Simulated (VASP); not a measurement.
# CdSe (F-43m) in VASP: elastic constants with LDA

Aim: the elastic constants of CdSe with LDA.

Program: VASP 6.6.1. These are calculated values, not measurements. Logs are shortened: lines on timing, memory, paths and dates and some standing lists are left out, and cuts for length are marked.

### Step 1. The cell of the first run

Symmetry: F-43m, No. 216, cubic system. The conventional cell has a = 6.141 Å, b = 6.141 Å, c = 6.141 Å, α = 90.00°, β = 90.00°, γ = 90.00°. Within 3.5 Å of Cd (site symmetry -43m) lie 4 Se at 2.66 Å. Se (site symmetry -43m) has 4 Cd at 2.66 Å within 3.5 Å.

### Step 2. Elastic constants, LDA

The input, INCAR:

```
SYSTEM = CdSe
PREC = Accurate
ENCUT = 600
EDIFF = 1E-8
ISMEAR = -1
SIGMA = 0.05
LREAL = .FALSE.
LASPH = .TRUE.
NELM = 80
ALGO = Normal
ISIF = 3
LWAVE = .FALSE.
LCHARG = .FALSE.
GGA = CA
NBANDS = 16
IBRION = 6
NFREE = 2
POTIM = 0.015
NSW = 1
```

The input, KPOINTS:

```
Automatic mesh
0
G
  6 6 6
  0 0 0
```

The input, POSCAR:

```
CdSe
1.0
    0.0000000000      3.0702711986      3.0702711986
    3.0702711986      0.0000000000      3.0702711986
    3.0702711986      3.0702711986      0.0000000000
Cd Se
1 1
Direct
    0.0000000000      0.0000000000      0.0000000000
    0.2500000000      0.2500000000      0.2500000000
```

Potentials or basis: VASP PAW LDA potentials, release 64 (Cd, Se).

Launch:

```bash
$ cat potpaw_LDA.64/Cd/POTCAR potpaw_LDA.64/Se/POTCAR > POTCAR
$ mpirun -np 1 vasp_std > vasp.out
```

OUTCAR:

```text
SYSTEM = CdSe
   PREC = Accurate
   ENCUT = 600
   EDIFF = 1E-8
   ISMEAR = -1
   LREAL = .FALSE.
   LASPH = .TRUE.
   NELM = 80
   ISIF = 3
   GGA = CA
   IBRION = 6
   NFREE = 2
   POTIM = 0.015
   NSW = 1

 ion  position               nearest neighbor table
   1  0.000  0.000  0.000-   2 2.66   2 2.66   2 2.66   2 2.66
   2  0.250  0.250  0.250-   1 2.66   1 2.66   1 2.66   1 2.66

  LATTYP: Found a face centered cubic cell.
 ALAT       =     6.1405423972

  Lattice vectors:

 A1 = (   0.0000000000,   3.0702711986,   3.0702711986)
 A2 = (   3.0702711986,   0.0000000000,   3.0702711986)
 A3 = (   3.0702711986,   3.0702711986,   0.0000000000)

Analysis of symmetry for initial positions (statically):
=====================================================================
 Subroutine PRICEL returns:
 Original cell was already a primitive cell.

 Routine SETGRP: Setting up the symmetry group for a
 face centered cubic supercell.

 Subroutine GETGRP returns: Found 24 space group operations
 (whereof 24 operations were pure point group operations)
 out of a pool of 48 trial point group operations.

The static configuration has the point symmetry T_d .

Analysis of symmetry for dynamics (positions and initial velocities):
=====================================================================
 Subroutine PRICEL returns:
 Original cell was already a primitive cell.

 Routine SETGRP: Setting up the symmetry group for a
 face centered cubic supercell.

 Subroutine GETGRP returns: Found 24 space group operations
 (whereof 24 operations were pure point group operations)
 out of a pool of 48 trial point group operations.

The dynamic configuration has the point symmetry T_d .

 Subroutine INISYM returns: Found 24 space group operations
 (whereof 24 operations are pure point group operations),
 and found     1 'primitive' translations

----------------------------------------------------------------------------------------

                                     Primitive cell

  volume of cell :      57.8842

  direct lattice vectors                    reciprocal lattice vectors
     0.000000000  3.070271199  3.070271199    -0.162852063  0.162852063  0.162852063
     3.070271199  0.000000000  3.070271199     0.162852063 -0.162852063  0.162852063
     3.070271199  3.070271199  0.000000000     0.162852063  0.162852063 -0.162852063

  length of vectors
     4.342019169  4.342019169  4.342019169     0.282068048  0.282068048  0.282068048

  position of ions in fractional coordinates (direct lattice)
     0.000000000  0.000000000  0.000000000
     0.250000000  0.250000000  0.250000000

  ion indices of the primitive-cell ions
   primitive index   ion index
                 1           1
                 2           2

----------------------------------------------------------------------------------------

 KPOINTS: Automatic mesh

Automatic generation of k-mesh.
 Grid dimensions read from file:
 generate k-points for:    6    6    6

 Generating k-lattice:
[... 92 lines left out ...]

 number of electron      17.9999998 magnetization

 Free energy of the ion-electron system (eV)
  ---------------------------------------------------
  ext. energy  EPLUGINS =         0.00000000
  ---------------------------------------------------
  free energy    TOTEN  =        -6.72646598 eV

  energy without entropy =       -6.72613708  energy(sigma->0) =       -6.72630153

------------------------ aborting loop because EDIFF is reached ----------------------------------------

  FORCE on cell =-STRESS in cart. coord.  units (eV):
  Direction    XX          YY          ZZ          XY          YZ          ZX
  --------------------------------------------------------------------------------------
  -------------------------------------------------------------------------------------
  Total       -1.0543362     -1.0543362     -1.0543362      0.0000000     -0.0000000     -0.0000000
  in kB      -29.1829705    -29.1829705    -29.1829705      0.0000000     -0.0000000     -0.0000000
  external PRESSURE =     -29.1829705 kB  Pullay stress =       0.0000000 kB
[... 89 lines left out ...]
  FREE ENERGIE OF THE ION-ELECTRON SYSTEM (eV)
  ---------------------------------------------------
  free  energy   TOTEN  =        -6.7399007367 eV

  energy  without entropy=       -6.7396332470  energy(sigma->0) =       -6.73976699

[... ionic steps 4 to 14 ...]

--------------------------------------- Ionic step       15  -------------------------------------------

 number of electron      18.0000000 magnetization

------------------------ aborting loop because EDIFF is reached ----------------------------------------
[... 67 lines left out ...]
--------------------------------------- Ionic step       17  -------------------------------------------

 number of electron      17.9999998 magnetization

 Free energy of the ion-electron system (eV)
  ---------------------------------------------------
  ext. energy  EPLUGINS =         0.00000000
  ---------------------------------------------------
  free energy    TOTEN  =        -6.72598659 eV

  energy without entropy =       -6.72565799  energy(sigma->0) =       -6.72582229

 E-fermi :   0.7684     XC(G=0):  -9.1642

 val. band max:        0.5947165678   @ k =   0.0000   0.0000   0.0000
 cond. band min:       0.8880501672   @ k =   0.0000   0.0000   0.0000
 fundamental gap:      0.2933335993
 Fermi energy:         0.7684149045

 k-point     1 :       0.0000    0.0000    0.0000
  band No.  band energies     occupation
      1     -11.9039      2.00000
      2      -7.2830      2.00000
      3      -7.2747      2.00000
      4      -7.2665      2.00000
      5      -6.9258      2.00000
      6      -6.9257      2.00000
[... 433 lines left out ...]
      3      -7.1543      2.00000
      4      -6.9446      2.00000
      5      -6.9003      2.00000
      6      -6.6363      2.00000
[... 8 lines left out ...]
     15      12.1519      0.00000
     16      12.6437      0.00000

 [... further k-points ...]

------------------------ aborting loop because EDIFF is reached ----------------------------------------

  FORCE on cell =-STRESS in cart. coord.  units (eV):
  Direction    XX          YY          ZZ          XY          YZ          ZX
  --------------------------------------------------------------------------------------
  -------------------------------------------------------------------------------------
  Total       -1.0539413     -1.0524276     -1.0524276      0.0000000      0.0715521      0.0000000
  in kB      -29.1720383    -29.1301427    -29.1301427      0.0000000      1.9804908      0.0000000
  external PRESSURE =     -29.1441079 kB  Pullay stress =       0.0000000 kB
[... 17 lines left out ...]
  FREE ENERGIE OF THE ION-ELECTRON SYSTEM (eV)
  ---------------------------------------------------
  free  energy   TOTEN  =        -6.7259865877 eV

  energy  without entropy=       -6.7256579864  energy(sigma->0) =       -6.72582229

 INTERNAL STRAIN TENSORS FROM STRAINED CELLS
 ============================================

 INTERNAL STRAIN TENSOR FOR ION    1 for displacements in x,y,z  (eV/Angst):
          X           Y           Z          XY          YZ          ZX
  --------------------------------------------------------------------------------
  x    -0.00000    -0.00000    -0.00000     0.00000     4.77278     0.00000
  y    -0.00000    -0.00000    -0.00000     0.00000     0.00000     4.77256
  z    -0.00000     0.00000    -0.00000     4.77431     0.00000     0.00000

 INTERNAL STRAIN TENSORS FROM DISPLACED ATOMS
 ============================================

 INTERNAL STRAIN TENSOR FOR ION    1 for displacements in x,y,z  (eV/Angst):
          X           Y           Z          XY          YZ          ZX
  --------------------------------------------------------------------------------
  x     0.00000    -0.00000    -0.00000     0.00000     4.76906     0.00000
  y     0.00000     0.00000     0.00000     0.00000     0.00000     4.76906
  z    -0.00000    -0.00000     0.00000     4.76906     0.00000     0.00000

 INTERNAL STRAIN TENSOR FOR ION    2 for displacements in x,y,z  (eV/Angst):
          X           Y           Z          XY          YZ          ZX
  --------------------------------------------------------------------------------
  x     0.00000     0.00000     0.00000     0.00000    -4.76912     0.00000
  y     0.00000     0.00000     0.00000     0.00000     0.00000    -4.76912
  z     0.00000     0.00000     0.00000    -4.76912     0.00000     0.00000

 Eigenvectors and eigenvalues of the dynamical matrix
 ----------------------------------------------------

   1 f  =    4.731651 THz    29.729843 2PiTHz  157.830902 cm-1    19.568529 meV
             X         Y         Z           dx          dy          dz
      0.000000  0.000000  0.000000    -0.640244    0.044698    0.000000
      1.535136  1.535136  1.535136     0.765008   -0.053408    0.000000
[... 21 lines left out ...]
   6 f/i=    0.003325 THz     0.020893 2PiTHz    0.110917 cm-1     0.013752 meV
             X         Y         Z           dx          dy          dz
      0.000000  0.000000  0.000000     0.742645   -0.180414    0.063397
      1.535136  1.535136  1.535136     0.621528   -0.150991    0.053057

--------------------------------------------------------------------------------------------------------

 ELASTIC MODULI CONTR FROM IONIC RELAXATION (kBar)
 Direction    XX          YY          ZZ          XY          YZ          ZX
 --------------------------------------------------------------------------------
 XX          -0.0000     -0.0000     -0.0000      0.0000     -0.0000      0.0000
 YY          -0.0000     -0.0000     -0.0000      0.0000      0.0000     -0.0000
 ZZ          -0.0000     -0.0000     -0.0000     -0.0000      0.0000      0.0000
 XY           0.0000      0.0000     -0.0000   -148.2059      0.0000      0.0000
 YZ          -0.0000      0.0000      0.0000      0.0000   -148.2059      0.0000
 ZX           0.0000     -0.0000      0.0000      0.0000      0.0000   -148.2059
 --------------------------------------------------------------------------------

 TOTAL ELASTIC MODULI (kBar)
 Direction    XX          YY          ZZ          XY          YZ          ZX
 --------------------------------------------------------------------------------
 XX         606.2978    392.2180    392.2180      0.0000     -0.0000      0.0000
 YY         392.2180    606.2978    392.2180      0.0000      0.0000      0.0000
 ZZ         392.2180    392.2180    606.2978     -0.0000      0.0000      0.0000
 XY           0.0000      0.0000     -0.0000    245.7199      0.0000      0.0000
 YZ          -0.0000      0.0000      0.0000      0.0000    245.7199      0.0000
 ZX           0.0000      0.0000      0.0000      0.0000      0.0000    245.7199
 --------------------------------------------------------------------------------
```

Run time: 5.7 min. Hardware: 1 thread of Intel Xeon 6975P-C (Granite Rapids), shared host; peak memory 0.27 GiB.

Results:

```
Elastic constants C11, C12, C44                         : 61, 39, 25 GPa
Voigt bulk modulus                                      : 46 GPa
Highest phonon frequency at Γ, LO-TO splitting left out : 158 cm⁻¹
```

Phonon frequencies in cm⁻¹ (negative: imaginary):
| q point | frequencies |
| --- | --- |
| (0.000, 0.000, 0.000) | 0 0 0 158 158 158 |

Elastic tensor in Voigt notation (GPa, in the Cartesian axes of the cell as first typed):
```
61 39 39  0  0  0
39 61 39  0  0  0
39 39 61  0  0  0
 0  0  0 25  0  0
 0  0  0  0 25  0
 0  0  0  0  0 25
```

Clamped-ion elastic tensor (GPa):
```
61 39 39  0  0  0
39 61 39  0  0  0
39 39 61  0  0  0
 0  0  0 39  0  0
 0  0  0  0 39  0
 0  0  0  0  0 39
```

Caveat: the cell is under stress, which shifts elastic constants.
